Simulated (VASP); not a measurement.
**Ga2Sb2CO: single point with PBE+D3(BJ)**

Ga2Sb2CO, a slab with vacuum:

```
Sb Ga O C
1.0
     4.33438    0.00000    0.00000
    -2.16719    3.75368    0.00000
     0.00000    0.00000   23.61974
Sb Ga O C
2 2 1 1
Direct
  0.00000 0.00000 0.16935
  0.33333 0.66667 0.32597
  0.33333 0.66667 0.20681
  0.66667 0.33333 0.35859
  0.66667 0.33333 0.50253
  0.66667 0.33333 0.55122
```

```
Program             : VASP 6.6.1
Task                : single point
Functional          : PBE
Dispersion          : D3(BJ)
Potentials or basis : VASP PAW PBE potentials, release 64 (Sb_d_GW, Ga_d, O, C)
Cutoff              : 520 eV
k mesh              : 6 × 6 × 1
Occupations         : gaussian, width 0.1 eV
Spin                : no spin polarisation
```

* Largest force: 0.728 eV/Å
* Band gap on the k mesh: 0.06 eV (least direct gap 0.10 eV)
* Dispersion energy per atom: -0.164 eV

Forces in eV/Å, atoms in the order of the input:
```
Sb   0.000  0.000  0.184
Sb   0.000  0.000  0.019
Ga   0.000  0.000 -0.172
Ga   0.000  0.000 -0.053
O    0.000  0.000  0.728
C    0.000  0.000 -0.706
```

Levels at points of the mesh, in eV from the valence-band top:
| k point | band 29 | band 30 | band 31 | band 32 | band 33 | band 34 | band 35 | band 36 | band 37 | band 38 |
| --- | --- | --- | --- | --- | --- | --- | --- | --- | --- | --- |
| (0.00, 0.00, 0.00) | -2.13 | -1.17 | -1.17 | 0.00 | 0.00 | 0.10 | 0.90 | 1.18 | 1.18 | 1.75 |
| (0.50, 0.00, 0.00) | -5.95 | -2.56 | -2.51 | -1.30 | -1.21 | 0.38 | 0.42 | 1.04 | 1.14 | 1.64 |

Run time: 5.1 min on 1 thread of AMD EPYC 7R43 64-Core Processor (Zen 3) (shared host), peak memory 0.49 GiB.

Caveat: spin-orbit coupling is left out, which moves the levels of the heavy elements.
